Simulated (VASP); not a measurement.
# AlW3 (P4/mmm) in VASP: a series of runs, part 2 of 2

VASP 6.6.1. The steps go on from the part before.

## Step 5: Relaxation of cell and atoms, PBE

This run uses another cell than the first one, of 21.27 Å³/atom, 1.345 times its volume.

INCAR

```
SYSTEM = AlW3
PREC = Accurate
ENCUT = 600
EDIFF = 1E-6
ISMEAR = 0
SIGMA = 0.1
LREAL = .FALSE.
LASPH = .TRUE.
NELM = 100
ALGO = Fast
ISIF = 3
LWAVE = .FALSE.
LCHARG = .FALSE.
GGA = PE
IBRION = 2
NSW = 90
EDIFFG = -0.04
```

KPOINTS

```
Automatic mesh
0
G
  6 6 2
  0 0 0
```

POSCAR

```
AlW3
1.0
    3.2262187500      0.0000000000      0.0000000000
    0.0000000000      3.2262187500      0.0000000000
    0.0000000000      0.0000000000      8.1745722000
Al W
1 3
Direct
    0.0000000000      0.0000000000      0.0000000000
    0.5000000000      0.5000000000      0.7661913000
    0.0000000000      0.0000000000      0.5000000000
    0.5000000000      0.5000000000      0.2338087000
```

Potentials or basis: VASP PAW PBE potentials, release 64 (Al, W_sv).

The run is started by

```
> cat potpaw_PBE.64/Al/POTCAR potpaw_PBE.64/W_sv/POTCAR > POTCAR
> mpirun -np 1 vasp_std > vasp.out
```

OUTCAR:

```text
SYSTEM = AlW3
   PREC = Accurate
   ENCUT = 600
   EDIFF = 1E-6
   ISMEAR = 0
   LREAL = .FALSE.
   LASPH = .TRUE.
   NELM = 100
   ISIF = 3
   GGA = PE
   IBRION = 2
   NSW = 90
   EDIFFG = -0.04

 ion  position               nearest neighbor table
   1  0.000  0.000  0.000-   2 2.98   4 2.98   2 2.98   4 2.98   2 2.98   4 2.98   2 2.98   4 2.98

   2  0.500  0.500  0.766-   1 2.98   1 2.98   1 2.98   1 2.98   3 3.15   3 3.15   3 3.15   3 3.15

   3  0.000  0.000  0.500-   2 3.15   4 3.15   2 3.15   4 3.15   2 3.15   4 3.15   2 3.15   4 3.15

   4  0.500  0.500  0.234-   1 2.98   1 2.98   1 2.98   1 2.98   3 3.15   3 3.15   3 3.15   3 3.15

  LATTYP: Found a simple tetragonal cell.
 ALAT       =     3.2262187500
 C/A-ratio  =     2.5337935315

  Lattice vectors:

 A1 = (   3.2262187500,   0.0000000000,   0.0000000000)
 A2 = (   0.0000000000,   3.2262187500,   0.0000000000)
 A3 = (   0.0000000000,   0.0000000000,   8.1745722000)

Analysis of symmetry for initial positions (statically):
=====================================================================
 Subroutine PRICEL returns:
 Original cell was already a primitive cell.

 Routine SETGRP: Setting up the symmetry group for a
 simple tetragonal supercell.

 Subroutine GETGRP returns: Found 16 space group operations
 (whereof 16 operations were pure point group operations)
 out of a pool of 16 trial point group operations.

[... 174 lines left out ...]
  external PRESSURE =    -377.5998211 kB  Pullay stress =       0.0000000 kB
[... 95 lines left out ...]
  FREE ENERGIE OF THE ION-ELECTRON SYSTEM (eV)
  ---------------------------------------------------
  free  energy   TOTEN  =       -41.0108656298 eV

  energy  without entropy=      -40.9746084195  energy(sigma->0) =      -40.99273702

 E-fermi :   9.9834     XC(G=0): -12.6100

 val. band max:        9.9719153267   @ k =   0.5000   0.0000   0.5000
 cond. band min:       9.9879605394   @ k =   0.5000   0.0000   0.0000
 fundamental gap:      0.0160452127
 Fermi energy:         9.9833689822

 k-point     1 :       0.0000    0.0000    0.0000
  band No.  band energies     occupation
      1     -64.0847      2.00000
      2     -64.0685      2.00000
      3     -63.9919      2.00000
      4     -28.6295      2.00000
      5     -28.3336      2.00000
      6     -27.9726      2.00000
[... 589 lines left out ...]
     26      13.5384      0.00000
     27      13.5384      0.00000

[... ionic steps 4 to 27 ...]

--------------------------------------- Ionic step       28  -------------------------------------------

 number of electron      45.0000004 magnetization

------------------------ aborting loop because EDIFF is reached ----------------------------------------
[... 71 lines left out ...]
--------------------------------------- Ionic step       30  -------------------------------------------

 number of electron      45.0000003 magnetization

 Free energy of the ion-electron system (eV)
  ---------------------------------------------------
  ext. energy  EPLUGINS =         0.00000000
  ---------------------------------------------------
  free energy    TOTEN  =       -41.70239382 eV

  energy without entropy =      -41.68716968  energy(sigma->0) =      -41.69478175

 E-fermi :  10.5981     XC(G=0): -12.8180

 val. band max:       10.5225460721   @ k =   0.5000   0.1667   0.5000
 cond. band min:      10.6311239589   @ k =   0.1667   0.0000   0.5000
 fundamental gap:      0.1085778868
 Fermi energy:        10.5981073061

 k-point     1 :       0.0000    0.0000    0.0000
  band No.  band energies     occupation
      1     -63.5269      2.00000
      2     -63.5045      2.00000
      3     -63.4556      2.00000
      4     -28.0947      2.00000
      5     -27.7866      2.00000
      6     -27.4333      2.00000
[... 620 lines left out ...]
  FREE ENERGIE OF THE ION-ELECTRON SYSTEM (eV)
  ---------------------------------------------------
  free  energy   TOTEN  =       -41.7023938171 eV

  energy  without entropy=      -41.6871696788  energy(sigma->0) =      -41.69478175

 reached required accuracy - stopping structural energy minimisation
```

OSZICAR:

```text
N       E                     dE             d eps       ncg     rms          rms(c)
DAV:   1     0.520575567668E+03    0.52058E+03   -0.28374E+04  1096   0.189E+03
[... 385 lines left out ...]
RMM:   2    -0.417031124032E+02    0.15915E-02   -0.16157E-02  1228   0.111E+00    0.191E-01
RMM:   3    -0.417023770245E+02    0.73538E-03   -0.37945E-03  1113   0.443E-01    0.815E-02
RMM:   4    -0.417023952507E+02   -0.18226E-04   -0.77856E-04  1273   0.177E-01    0.573E-02
RMM:   5    -0.417023979004E+02   -0.26497E-05   -0.17963E-04  1169   0.795E-02    0.174E-02
RMM:   6    -0.417023934247E+02    0.44757E-05   -0.58262E-05  1206   0.467E-02    0.678E-03
RMM:   7    -0.417023947709E+02   -0.13462E-05   -0.33057E-05  1119   0.305E-02    0.556E-03
RMM:   8    -0.417023938171E+02    0.95382E-06   -0.60882E-06   859   0.162E-02
  30 F= -.41702394E+02 E0= -.41694782E+02  d E =-.591936E-03
```

CONTCAR:

```text
AlW3
   1.00000000000000
     2.7280693520925188    0.0000000000000000    0.0000000000000000
    -0.0000000000000000    2.7280693520925188    0.0000000000000000
    -0.0000000000000000    0.0000000000000000    8.5390196481613465
  Al              W
     1     3
Direct
     0.0000000000000000    0.0000000000000000    0.0000000000000000
     0.5000000000000000    0.5000000000000000    0.7600964732632937
     0.0000000000000000    0.0000000000000000    0.5000000000000000
     0.5000000000000000    0.5000000000000000    0.2399035267367062

  0.00000000E+00  0.00000000E+00  0.00000000E+00
  0.00000000E+00  0.00000000E+00  0.00000000E+00
  0.00000000E+00  0.00000000E+00  0.00000000E+00
  0.00000000E+00  0.00000000E+00  0.00000000E+00
```

It took 14 min on 1 thread of Intel Xeon 6975P-C (Granite Rapids), shared host; peak memory 0.29 GiB.

What came out:

```
Free energy                            : -41.7024 eV
Relaxed volume                         : 15.89 Å³/atom
Relaxed cell                           : a = 2.728 Å, b = 2.728 Å, c = 8.539 Å, α = 90.00°, β = 90.00°, γ = 90.00°
Space group after relaxing (to 0.05 Å) : P4/mmm (No. 123)
Energy gained by relaxing              : 994.7 meV/atom
Ionic steps                            : 30
Pressure after relaxing                : 0.2 GPa
Largest force after relaxing           : 0.005 eV/Å
```

Forces on the atoms (eV/Å):
```
Al   0.000  0.000  0.000
W    0.000  0.000  0.005
W    0.000  0.000  0.000
W    0.000  0.000 -0.005
```

The path:
```tsv
step	energy change (eV)	largest force (eV/Å)	pressure (GPa)	volume (Å³)
1	0.0000	1.3763	-37.76	85.08
2	16.1509	5.4863	373.01	37.06
3	-3.2872	0.8997	-10.97	66.48
4	-3.3858	0.7784	-5.24	64.66
5	-3.4150	0.6535	0.70	63.02
6	-3.4136	0.6847	-0.85	63.42
7	-3.4983	0.2554	-0.35	63.49
8	-3.6915	1.3853	2.68	63.50
9	-2.8981	3.6049	18.13	62.76
10	-3.6474	1.8615	4.36	63.47
11	-3.6641	1.9256	3.99	63.62
12	-3.6956	1.9558	2.98	64.04
13	-3.6660	1.9396	1.87	64.80
14	-3.6962	1.9386	2.56	64.30
15	-3.7228	1.8099	1.73	64.42
16	-3.7889	1.4416	-0.68	64.80
17	-3.8664	0.8498	-5.02	65.57
18	-3.8254	0.2471	-12.16	67.11
19	-3.8803	0.4122	-7.79	66.11
20	-3.9254	0.3027	-5.82	65.36
21	-3.9743	0.0489	-0.55	63.62
22	-3.9744	0.0686	-0.30	63.53
23	-3.9752	0.0485	-0.14	63.52
24	-3.9769	0.0087	0.23	63.47
25	-3.9768	0.1314	1.02	63.36
26	-3.9774	0.0688	0.62	63.42
27	-3.9781	0.0607	-0.05	63.61
28	-3.9782	0.0582	-0.17	63.66
29	-3.9784	0.0451	-0.11	63.63
30	-3.9787	0.0049	0.15	63.55
```

Final structure:
```xyz
4
Lattice="2.7281 0.0000 0.0000 0.0000 2.7281 0.0000 0.0000 0.0000 8.5390" Properties=species:S:1:pos:R:3 pbc="T T T"
Al    0.0000    0.0000    0.0000
W     1.3640    1.3640    6.4905
W     0.0000    0.0000    4.2695
W     1.3640    1.3640    2.0485
```

Caveat: the k points lie up to 0.38 Å⁻¹ apart in the final cell; the volume moved by over 15 % at a fixed basis, so the end points are rough; spin-orbit coupling is left out, which moves the levels of the heavy elements.

## Step 6: Relaxation of cell and atoms, PBE

INCAR

```
  PREC = Accurate
  ENCUT = 600
  EDIFF = 1E-6
  ISMEAR = 0
  SIGMA = 0.1
  LREAL = F
  LASPH = T
  NELM = 100
  ALGO = Normal
  ISIF = 3
  LWAVE = F
  LCHARG = F
  GGA = PE
  IBRION = 2
  NSW = 90
  EDIFFG = -0.04
```

KPOINTS

```
regular mesh
0
Gamma
  6 6 4
```

POSCAR

```
AlW3
1.0
    3.3050131637      0.0000000000      0.0000000000
    0.0000000000      3.3050131637      0.0000000000
    0.0000000000      0.0000000000      5.7914212234
Al W
1 3
Direct
    0.0000000000      0.0000000000      0.0000000000
    0.5000000000      0.5000000000      0.7583814935
    0.0000000000      0.0000000000      0.5000000000
    0.5000000000      0.5000000000      0.2416185065
```

Potentials or basis: VASP PAW PBE potentials, release 64 (Al, W_sv).

The run is started by

```
> cat potpaw_PBE.64/Al/POTCAR potpaw_PBE.64/W_sv/POTCAR > POTCAR
> mpirun -np 1 vasp_std > vasp.out
```

OUTCAR:

```text
PREC = Accurate
   ENCUT = 600
   EDIFF = 1E-6
   ISMEAR = 0
   LREAL = F
   LASPH = T
   NELM = 100
   ISIF = 3
   GGA = PE
   IBRION = 2
   NSW = 90
   EDIFFG = -0.04

 ion  position               nearest neighbor table
   1  0.000  0.000  0.000-   4 2.72   4 2.72   4 2.72   4 2.72   2 2.72   2 2.72   2 2.72   2 2.72
                             3 2.90   3 2.90
   2  0.500  0.500  0.758-   1 2.72   1 2.72   1 2.72   1 2.72   3 2.78   3 2.78   3 2.78   3 2.78
                             4 2.80   4 2.99
   3  0.000  0.000  0.500-   2 2.78   2 2.78   2 2.78   2 2.78   4 2.78   4 2.78   4 2.78   4 2.78
                             1 2.90   1 2.90
   4  0.500  0.500  0.242-   1 2.72   1 2.72   1 2.72   1 2.72   3 2.78   3 2.78   3 2.78   3 2.78
                             2 2.80   2 2.99

  LATTYP: Found a simple tetragonal cell.
[... 423 lines left out ...]
  free energy    TOTEN  =       -42.07315869 eV

  energy without entropy =      -42.05129563  energy(sigma->0) =      -42.06222716

 E-fermi :  10.4286     XC(G=0): -12.8327

 val. band max:       10.4205091021   @ k =   0.5000   0.3333   0.5000
 cond. band min:      10.4501311609   @ k =   0.3333   0.1667   0.2500
 fundamental gap:      0.0296220588
 Fermi energy:        10.4285825834

 k-point     1 :       0.0000    0.0000    0.0000
  band No.  band energies     occupation
      1     -63.6228      2.00000
      2     -63.3739      2.00000
      3     -63.3683      2.00000
      4     -28.0009      2.00000
      5     -28.0009      2.00000
      6     -27.9449      2.00000
[... 709 lines left out ...]
     26      12.0786      0.00000
     27      13.3107      0.00000

 [... further k-points ...]

------------------------ aborting loop because EDIFF is reached ----------------------------------------

  FORCE on cell =-STRESS in cart. coord.  units (eV):
  Direction    XX          YY          ZZ          XY          YZ          ZX
  --------------------------------------------------------------------------------------
  -------------------------------------------------------------------------------------
  Total       -0.0080254     -0.0080254      0.0096383      0.0000000      0.0000000      0.0000000
  in kB       -0.2028832     -0.2028832      0.2436582      0.0000000      0.0000000      0.0000000
  external PRESSURE =      -0.0540360 kB  Pullay stress =       0.0000000 kB
[... 19 lines left out ...]
  FREE ENERGIE OF THE ION-ELECTRON SYSTEM (eV)
  ---------------------------------------------------
  free  energy   TOTEN  =       -42.0731586876 eV

  energy  without entropy=      -42.0512956338  energy(sigma->0) =      -42.06222716

 reached required accuracy - stopping structural energy minimisation
```

It took 2.1 min on 1 thread of Intel Xeon 6975P-C (Granite Rapids), shared host; peak memory 0.23 GiB.

What came out:

| Quantity | Value |
| --- | --- |
| Free energy | -42.0732 eV |
| Relaxed volume | 15.84 Å³/atom |
| Relaxed cell | a = 3.309 Å, b = 3.309 Å, c = 5.787 Å, α = 90.00°, β = 90.00°, γ = 90.00° |
| Space group after relaxing (to 0.05 Å) | P4/mmm (No. 123) |
| Energy gained by relaxing | 1.7 meV/atom |
| Ionic steps | 7 |
| Pressure after relaxing | 0.0 GPa |
| Largest force after relaxing | 0.007 eV/Å |

Forces on the atoms (eV/Å):
```
Al   0.000  0.000  0.000
W    0.000  0.000  0.007
W    0.000  0.000  0.000
W    0.000  0.000 -0.007
```

Step by step:
| step | energy change (eV) | largest force (eV/Å) | pressure (GPa) | volume (Å³) |
| --- | --- | --- | --- | --- |
| 1 | 0.0000 | 0.2668 | 0.13 | 63.26 |
| 2 | -0.0054 | 0.1261 | -0.15 | 63.38 |
| 3 | -0.0062 | 0.0349 | -0.25 | 63.44 |
| 4 | -0.0063 | 0.0307 | 0.70 | 63.20 |
| 5 | -0.0066 | 0.0000 | 0.26 | 63.31 |
| 6 | -0.0066 | 0.0143 | -0.25 | 63.44 |
| 7 | -0.0067 | 0.0069 | -0.01 | 63.38 |

Final structure:
```
Al W
1.0
     3.30932    0.00000    0.00000
     0.00000    3.30932    0.00000
     0.00000    0.00000    5.78695
Al W
1 3
Direct
  0.00000 0.00000 0.00000
  0.50000 0.50000 0.75438
  0.00000 0.00000 0.50000
  0.50000 0.50000 0.24562
```

Caveat: spin-orbit coupling is left out, which moves the levels of the heavy elements.

## Step 7: Single point, PBE

INCAR

```
SYSTEM = AlW3
PREC = Accurate
ENCUT = 520
EDIFF = 1E-7
ISMEAR = 0
SIGMA = 0.1
LREAL = .False.
LASPH = .True.
NELM = 60
ALGO = Fast
ISIF = 2
LWAVE = .False.
LCHARG = .False.
GGA = PE
NBANDS = 30
```

KPOINTS

```
regular mesh
0
Gamma
  14 14 8
  0 0 0
```

POSCAR

```
AlW3
1.0
    3.3040698327      0.0000000000      0.0000000000
    0.0000000000      3.3040698327      0.0000000000
    0.0000000000      0.0000000000      5.7965491090
Al W
1 3
Direct
    0.0000000000      0.0000000000      0.0000000000
    0.5000000000      0.5000000000      0.7562032647
    0.0000000000      0.0000000000      0.5000000000
    0.5000000000      0.5000000000      0.2437967353
```

The run is started by

```
> cat potpaw_PBE.64/Al/POTCAR potpaw_PBE.64/W_sv/POTCAR > POTCAR
> mpirun -np 1 vasp_std > vasp.out
```

Run time: 3.6 min. Hardware: 1 thread of Intel Xeon 6975P-C (Granite Rapids), shared host; peak memory 0.39 GiB.

The run converged. Its results:

* Free energy: -42.0824 eV
* Pressure: 0.3 GPa
* Largest force: 0.019 eV/Å

Forces in eV/Å, atoms in the order of the input:
```
Al   0.000  0.000  0.000
W    0.000  0.000  0.019
W    0.000  0.000  0.000
W    0.000  0.000 -0.019
```

Levels at points of the mesh, in eV from the Fermi level:
```tsv
k point	band 18	band 19	band 20	band 21	band 22	band 23	band 24	band 25	band 26	band 27
(0.00, 0.00, 0.00)	-1.97	-1.37	-1.37	-1.12	-0.57	-0.57	0.38	1.35	2.33	3.07
(0.50, 0.00, 0.00)	-2.64	-2.58	-1.24	-0.95	-0.41	0.15	0.91	2.02	2.30	2.51
(0.50, 0.50, 0.00)	-2.55	-2.55	-0.82	-0.82	-0.17	1.61	1.61	1.92	2.66	2.78
(0.00, 0.00, 0.50)	-2.06	-1.13	-1.13	-0.98	0.41	0.41	0.44	0.44	0.93	1.45
(0.50, 0.00, 0.50)	-2.92	-2.48	-2.14	-1.26	-0.51	0.05	0.08	1.38	1.71	2.89
(0.50, 0.50, 0.50)	-2.51	-2.51	-1.77	-1.77	-1.34	1.96	2.25	2.47	2.47	2.78
```

Caveat: spin-orbit coupling is left out, which moves the levels of the heavy elements.

## Step 8: Overview

| task | cell | k mesh | cutoff (eV) | gap on the mesh (eV) | pressure (GPa) | relaxed volume (Å³/atom) | largest force (eV/Å) |
| --- | --- | --- | --- | --- | --- | --- | --- |
| single point | a = 3.305, b = 3.305, c = 5.791 Å, 4 atoms | 6 × 6 × 2 | 520 | none | 0.2 | - | 0.02 |
| single point | a = 3.226, b = 3.226, c = 8.175 Å, 4 atoms | 6 × 6 × 2 | 520 | none | -37.8 | - | 1.38 |
| single point | a = 3.306, b = 3.306, c = 5.787 Å, 4 atoms | 6 × 6 × 4 | 520 | none | 0.5 | - | 0.05 |
| relaxation of cell and atoms | relaxed from a = 3.226, b = 3.226, c = 8.175 Å, 4 atoms | 6 × 6 × 2 | 600 | none | 0.2 | 15.89 | - |
| relaxation of cell and atoms | relaxed from a = 3.305, b = 3.305, c = 5.791 Å, 4 atoms | 6 × 6 × 4 | 600 | none | 0.0 | 15.84 | 0.01 |
| single point | a = 3.304, b = 3.304, c = 5.797 Å, 4 atoms | 14 × 14 × 8 | 520 | none | 0.3 | - | 0.02 |

Alike in all rows: level PBE; potentials or basis VASP PAW PBE potentials, release 64 (Al, W_sv); no spin polarisation; smearing gaussian 0.1 eV.

Caveats: some runs use coarse meshes; spin-orbit coupling is left out, which moves the levels of the heavy elements; forces of over 1 eV/Å act on the atoms, so gaps and moduli don't describe the material at rest (some runs); the volume moved by over 15 % at a fixed basis, so the end points are rough (some runs).

Total energies depend on the potentials used, so only differences within one code and one set of settings carry meaning.
